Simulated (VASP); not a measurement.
# Ir (P6_3/mmc) in VASP: a series of runs

Runs on Ir. Level: LDA. Tasks: single point.

All numbers are computed with VASP 6.6.1; they aren't measurements. Logs are shortened: lines on timing, memory, paths and dates and some standing lists are left out, and cuts for length are marked.

## 1. The cell of the first run

The structure is hexagonal, space group P6_3/mmc (No. 194). Conventional cell: a = 2.759 Å, b = 2.759 Å, c = 4.737 Å, α = 90.00°, β = 90.00°, γ = 120.00°. Within 3.6 Å of Ir (site symmetry -6m2) lie 12 Ir at 2.76 to 2.85 Å.

## 2. Single point, LDA

INCAR

```
SYSTEM = Ir
  PREC = Accurate
  ENCUT = 500
  EDIFF = 1E-6
  ISMEAR = 0
  SIGMA = 0.15
  LREAL = .FALSE.
  LASPH = .TRUE.
  NELM = 120
  ALGO = Normal
  ISIF = 2
  LWAVE = .FALSE.
  LCHARG = .FALSE.
  GGA = CA
  NBANDS = 16
  GGA_COMPAT = .FALSE.
```

KPOINTS

```
Automatic mesh
0
G
  18 18 10
  0 0 0
```

POSCAR

```
Ir
1.0
    2.7594000000      0.0000000000      0.0000000000
   -1.3797000000      2.3897104992      0.0000000000
    0.0000000000      0.0000000000      4.7371000000
Ir
2
Direct
    0.6666666667      0.3333333333      0.7500000000
    0.3333333333      0.6666666667      0.2500000000
```

Potentials or basis: VASP PAW LDA potentials, release 64 (Ir).

Command:

```console
$ cat potpaw_LDA.64/Ir/POTCAR > POTCAR
$ mpirun -np 1 vasp_std > vasp.out
```

OUTCAR:

```text
SYSTEM = Ir
   PREC = Accurate
   ENCUT = 500
   EDIFF = 1E-6
   ISMEAR = 0
   LREAL = .FALSE.
   LASPH = .TRUE.
   NELM = 120
   ISIF = 2
   GGA = CA

 ion  position               nearest neighbor table
   1  0.667  0.333  0.750-   2 2.85   2 2.85   2 2.85   2 2.85   2 2.85   2 2.85
   2  0.333  0.667  0.250-   1 2.85   1 2.85   1 2.85   1 2.85   1 2.85   1 2.85

  LATTYP: Found a hexagonal cell.
 ALAT       =     2.7594000000
 C/A-ratio  =     1.7167137784

  Lattice vectors:

 A1 = (   2.7594000000,   0.0000000000,   0.0000000000)
 A2 = (  -1.3797000000,   2.3897104992,   0.0000000000)
 A3 = (   0.0000000000,   0.0000000000,   4.7371000000)

Analysis of symmetry for initial positions (statically):
=====================================================================
 Subroutine PRICEL returns:
 Original cell was already a primitive cell.

 Routine SETGRP: Setting up the symmetry group for a
 hexagonal supercell.

 Subroutine GETGRP returns: Found 24 space group operations
 (whereof 12 operations were pure point group operations)
 out of a pool of 24 trial point group operations.

The static configuration has the point symmetry D_3d.
 The point group associated with its full space group is D_6h.

Analysis of symmetry for dynamics (positions and initial velocities):
=====================================================================
 Subroutine PRICEL returns:
 Original cell was already a primitive cell.

 Routine SETGRP: Setting up the symmetry group for a
 hexagonal supercell.

 Subroutine GETGRP returns: Found 24 space group operations
 (whereof 12 operations were pure point group operations)
 out of a pool of 24 trial point group operations.

The dynamic configuration has the point symmetry D_3d.
 The point group associated with its full space group is D_6h.

 Subroutine INISYM returns: Found 24 space group operations
 (whereof 12 operations are pure point group operations),
 and found     1 'primitive' translations

----------------------------------------------------------------------------------------

                                     Primitive cell

  volume of cell :      31.2372

  direct lattice vectors                    reciprocal lattice vectors
     2.759400000  0.000000000  0.000000000     0.362397623  0.209230365  0.000000000
    -1.379700000  2.389710499  0.000000000     0.000000000  0.418460730  0.000000000
     0.000000000  0.000000000  4.737100000     0.000000000  0.000000000  0.211099618

  length of vectors
     2.759400000  2.759400000  4.737100000     0.418460730  0.418460730  0.211099618

  position of ions in fractional coordinates (direct lattice)
     0.666666667  0.333333333  0.750000000
     0.333333333  0.666666667  0.250000000

  ion indices of the primitive-cell ions
   primitive index   ion index
                 1           1
                 2           2

----------------------------------------------------------------------------------------

 KPOINTS: Automatic mesh

Automatic generation of k-mesh.
 Grid dimensions read from file:
 generate k-points for:   18   18   10

 Generating k-lattice:

  Cartesian coordinates                     Fractional coordinates (reciprocal lattice)
     0.020133201  0.011623909  0.000000000     0.055555556  0.000000000  0.000000000
     0.000000000  0.023247818  0.000000000     0.000000000  0.055555556  0.000000000
     0.000000000  0.000000000  0.021109962     0.000000000  0.000000000  0.100000000

  Length of vectors
     0.023247818  0.023247818  0.021109962

  Shift w.r.t. Gamma in fractional coordinates (k-lattice)
     0.000000000  0.000000000  0.000000000

 Subroutine IBZKPT returns following result:
 ===========================================

 Found    222 irreducible k-points:

 Following reciprocal coordinates:
            Coordinates               Weight
  0.000000  0.000000  0.000000      1.000000
  0.055556  0.000000  0.000000      6.000000
  0.111111  0.000000  0.000000      6.000000
  0.166667  0.000000  0.000000      6.000000
  0.222222 -0.000000  0.000000      6.000000
  0.277778  0.000000  0.000000      6.000000
[... 16 lines left out ...]
  0.333333  0.111111  0.000000     12.000000
  0.388889  0.111111  0.000000     12.000000
 [... further k-points ...]
   k-points           NKPTS =    222   k-points in BZ     NKDIM =    222   number of bands    NBANDS=     16
   number of dos      NEDOS =    301   number of ions     NIONS =      2
   total plane-waves  NPLWV =  14400
   dimension x,y,z NGX =    20 NGY =   20 NGZ =   36
   dimension x,y,z NGXF=    40 NGYF=   40 NGZF=   72
   ions per type =               2
   NGX,Y,Z   is equivalent  to a cutoff of  12.05, 12.05, 12.63 a.u.
   NGXF,Y,Z  is equivalent  to a cutoff of  24.10, 24.10, 25.27 a.u.
 SYSTEM =  Ir
   PREC   = accura    normal or accurate (medium, high low for compatibility)
   ISTART =      0    job   : 0-new  1-cont  2-samecut
   ICHARG =      2    charge: 1-file 2-atom 10-const
   ISPIN  =      1    spin polarized calculation?
   LNONCOLLINEAR =      F non collinear calculations
   LSORBIT =      F    spin-orbit coupling
   LASPH  =      T    aspherical Exc in radial PAW
   ENCUT  =  500.0 eV  36.75 Ry    6.06 a.u.   5.03  5.03  8.64*2*pi/ulx,y,z
   NELM   =    120;   NELMIN=  2; NELMDL= -5     # of ELM steps
   EDIFF  = 0.1E-05   stopping-criterion for ELM
   LREAL  =      F    real-space projection
   EDIFFG = 0.1E-04   stopping-criterion for IOM
   NSW    =      0    number of steps for IOM
   IBRION =     -1    ionic relax: 0-MD 1-quasi-New 2-CG
   NFREE  =      0    steps in history (QN), initial steepest desc. (CG)
   ISIF   =      2    stress and relaxation
   ISYM   =      2    0-nonsym 1-usesym 2-fastsym
   POTIM  = 0.5000    time-step for ionic-motion
   TEBEG  =    0.0;   TEEND  =   0.0 temperature during run
   PSTRESS=    0.0 pullay stress
   NELECT =      18.0000    total number of electrons
   NUPDOWN=      -1.0000    fix difference up-down
   EMIN   =  10.00;   EMAX   =-10.00  energy-range for DOS
   EFERMI =   0.00;   METHOD = LEGACY
   ISMEAR =     0;   SIGMA  =   0.15  broadening in eV -4-tet -1-fermi 0-gaus
   EFERMI_NEDOS =   21; number of points for ismear=-14 and -15
   IALGO  =     38    algorithm
   IMIX   =      4    mixing-type and parameters
     AMIX     =   0.40;   BMIX     =  1.00
     AMIX_MAG =   1.60;   BMIX_MAG =  1.00
  volume/ion in A,a.u.               =      15.62       105.40
  Fermi-wavevector in a.u.,A,eV,Ry     =   1.362307  2.574386 25.250767  1.855879
  Thomas-Fermi vector in A             =   2.488808
   LORBIT       =      0    0 simple, 1 ext, 2 COOP (PROOUT), +10 PAW based schemes
   GGA     = CA    functional components
   LHFCALC =     F    Hartree Fock is set to
   AEXX    =    0.0000 exact exchange contribution
   IVDW    =     0    specifies the selected vdW correction
   LEPSILON=     F    determine dielectric tensor
   LRPA    =     F    only Hartree local field effects (RPA)
 non-spin polarized calculation
 Gauss-broadening in eV      SIGMA  =   0.15
  energy-cutoff  :      500.00
  volume of cell :       31.24
 maximum number of plane-waves:       825
 NGX is ok and might be reduce to    20
   NGX =  9   NGY =  9   NGZ = 17

 number of electron      18.0000000 magnetization

 Free energy of the ion-electron system (eV)
  ---------------------------------------------------
  ext. energy  EPLUGINS =         0.00000000
  ---------------------------------------------------
  free energy    TOTEN  =       -20.07994036 eV

  energy without entropy =      -20.04916668  energy(sigma->0) =      -20.06455352

 E-fermi :   8.6756     XC(G=0): -13.5707

 val. band max:        8.6722603645   @ k =   0.3889   0.0000   0.2000
 cond. band min:       8.6804776875   @ k =   0.2778   0.0556   0.5000
 fundamental gap:      0.0082173229
 Fermi energy:         8.6755640327

 k-point     1 :       0.0000    0.0000    0.0000
  band No.  band energies     occupation
      1      -1.4288      2.00000
      2       1.3772      2.00000
      3       4.8464      2.00000
      4       5.4382      2.00000
      5       5.4382      2.00000
      6       5.8864      2.00000
[... 8 lines left out ...]
     15      24.3109      0.00000
     16      25.9046      0.00000

 k-point     2 :       0.0556    0.0000    0.0000
  band No.  band energies     occupation
      1      -1.3131      2.00000
      2       1.4869      2.00000
      3       4.8328      2.00000
      4       5.4307      2.00000
      5       5.5333      2.00000
      6       5.8206      2.00000
[... 8 lines left out ...]
     15      24.4886      0.00000
     16      26.0841      0.00000

 k-point     3 :       0.1111    0.0000    0.0000
  band No.  band energies     occupation
      1      -0.9749      2.00000
      2       1.7969      2.00000
      3       4.7313      2.00000
      4       5.4553      2.00000
      5       5.6924      2.00000
      6       5.8143      2.00000
[... 8 lines left out ...]
     15      24.9749      0.00000
     16      26.3823      0.00000

 k-point     4 :       0.1667    0.0000    0.0000
  band No.  band energies     occupation
      1      -0.4432      2.00000
      2       2.2328      2.00000
      3       4.5475      2.00000
      4       5.2912      2.00000
      5       5.3280      2.00000
      6       5.8803      2.00000
[... 8 lines left out ...]
     15      25.4837      0.00000
     16      26.3124      0.00000
[... 324 lines left out ...]
 k-point    22 :       0.2778    0.1111    0.0000
  band No.  band energies     occupation
      1       1.8718      2.00000
      2       2.8685      2.00000
      3       3.4366      2.00000
      4       4.5433      2.00000
      5       5.3414      2.00000
      6       5.3641      2.00000
[... 8 lines left out ...]
     15      20.8494      0.00000
     16      23.6806      0.00000

 k-point    23 :       0.3333    0.1111    0.0000
  band No.  band energies     occupation
      1       2.2597      2.00000
      2       2.6585      2.00000
      3       3.1081      2.00000
      4       4.9322      2.00000
      5       5.2836      2.00000
      6       5.7263      2.00000
[... 8 lines left out ...]
     15      19.6502      0.00000
     16      22.9429      0.00000

 k-point    24 :       0.3889    0.1111    0.0000
  band No.  band energies     occupation
      1       2.4119      2.00000
      2       2.5173      2.00000
      3       2.9071      2.00000
      4       5.2943      2.00000
      5       5.3829      2.00000
      6       5.5779      2.00000
[... 8 lines left out ...]
     15      18.5461      0.00000
     16      21.2642      0.00000

 [... further k-points ...]
[... 5 lines left out ...]
  --------------------------------------------------------------------------------------
  -------------------------------------------------------------------------------------
  Total       -5.4187535     -5.4187535     -8.0497839      0.0000000     -0.0000000      0.0000000
  in kB     -277.9313107   -277.9313107   -412.8785309      0.0000000     -0.0000000      0.0000000
  external PRESSURE =    -322.9137175 kB  Pullay stress =       0.0000000 kB

 VOLUME and BASIS-vectors are now :
 -----------------------------------------------------------------------------
  energy-cutoff  :      500.00
  volume of cell :       31.24
      direct lattice vectors                 reciprocal lattice vectors
     2.759400000  0.000000000  0.000000000     0.362397623  0.209230365  0.000000000
    -1.379700000  2.389710499  0.000000000     0.000000000  0.418460730  0.000000000
     0.000000000  0.000000000  4.737100000     0.000000000  0.000000000  0.211099618

 POSITION                                       TOTAL-FORCE (eV/Angst)
 -----------------------------------------------------------------------------------
      1.37970      0.79657      3.55282        -0.000000      0.000000      0.000000
     -0.00000      1.59314      1.18427         0.000000     -0.000000      0.000000
 -----------------------------------------------------------------------------------
    total drift:                               -0.000000      0.000000     -0.000000

  FREE ENERGIE OF THE ION-ELECTRON SYSTEM (eV)
  ---------------------------------------------------
  free  energy   TOTEN  =       -20.0799403550 eV

  energy  without entropy=      -20.0491666762  energy(sigma->0) =      -20.06455352
```

Run time: 52 s. Hardware: 1 thread of Intel Xeon Platinum 8488C (Sapphire Rapids), shared host; peak memory 0.2 GiB.

What came out:

```yaml
Free_energy: -20.0799 eV
Pressure: -32.3 GPa
Band_gap_on_the_k_mesh: zero (band 9 reaches 9.80 eV, above the bottom of band 10 at 6.68 eV)
```

Levels at points of the mesh, in eV from the Fermi level:
```csv
k point,band 5,band 6,band 7,band 8,band 9,band 10,band 11,band 12,band 13,band 14
"(0.00, 0.00, 0.00)",-3.24,-2.79,-2.79,-1.56,-1.56,-0.91,0.34,0.34,5.52,14.79
"(0.50, 0.00, 0.00)",-3.08,-2.78,-2.69,0.67,0.98,1.24,2.80,4.23,7.62,9.15
"(0.00, 0.00, 0.50)",-3.25,-3.25,-3.25,-3.25,-0.31,-0.31,-0.31,-0.31,12.48,12.48
"(0.50, 0.00, 0.50)",-1.54,-1.54,-0.66,-0.66,1.13,1.13,1.94,1.94,7.10,7.10
```

Caveat: spin-orbit coupling is left out, which moves the levels of the heavy elements.

## 3. Single point, LDA

This run uses another cell than the first one, of 15.74 Å³/atom, 1.007 times its volume.

INCAR

```
SYSTEM = Ir
PREC     = Accurate       ! precision mode
ENCUT    = 500            ! plane-wave cutoff, eV
EDIFF    = 1E-6           ! SCF threshold, eV
ISMEAR   = 0              ! smearing method
SIGMA    = 0.15           ! smearing width, eV
LREAL    = .FALSE.        ! projectors in reciprocal space
LASPH    = .TRUE.         ! aspherical terms in the spheres
NELM     = 120            ! most SCF steps
ALGO     = Normal         ! electronic algorithm
ISIF     = 2              ! what is computed and relaxed
LWAVE    = .FALSE.        ! write WAVECAR
LCHARG   = .TRUE.         ! write CHGCAR
GGA      = CA             ! functional
LELF     = .TRUE.         ! ELF
LVHAR    = .TRUE.       
NBANDS   = 16             ! bands
GGA_COMPAT= .FALSE.
```

KPOINTS is that of step 2.

POSCAR

```
Ir
1.0
    2.8315000000      0.0000000000      0.0000000000
   -1.4157500000      2.4521509308      0.0000000000
    0.0000000000      0.0000000000      4.5325000000
Ir
2
Direct
    0.6666666667      0.3333333333      0.7500000000
    0.3333333333      0.6666666667      0.2500000000
```

Potentials or basis: VASP PAW LDA potentials, release 64 (Ir).

Command:

```console
$ cat potpaw_LDA.64/Ir/POTCAR > POTCAR
$ mpirun -np 1 vasp_std > vasp.out
```

Run time: 57 s. Hardware: 1 thread of Intel Xeon Platinum 8488C (Sapphire Rapids), shared host; peak memory 0.21 GiB.

The run converged. Its results:

```yaml
Free_energy: -20.0831 eV
Pressure: -34.7 GPa
Band_gap_on_the_k_mesh: zero (band 9 reaches 9.47 eV, above the bottom of band 10 at 6.63 eV)
```

Stress tensor (GPa, compression positive):
```
-35.41   0.00   0.00
  0.00 -35.41   0.00
  0.00   0.00 -33.30
```

Levels at points of the mesh, in eV from the Fermi level:
```
           k point  band 7  band 8  band 9  band 10  band 11  band 12
(0.00, 0.00, 0.00)   -2.71   -2.14   -2.14    -0.37     0.21     0.21
(0.50, 0.00, 0.00)   -2.51    0.49    0.83     0.87     2.55     3.83
(0.00, 0.00, 0.50)   -3.43   -3.43   -0.43    -0.43    -0.43    -0.43
(0.50, 0.00, 0.50)   -0.76   -0.76    0.72     0.72     1.86     1.86
```

Caveat: spin-orbit coupling is left out, which moves the levels of the heavy elements.

(Continued in part 2 of 2.)
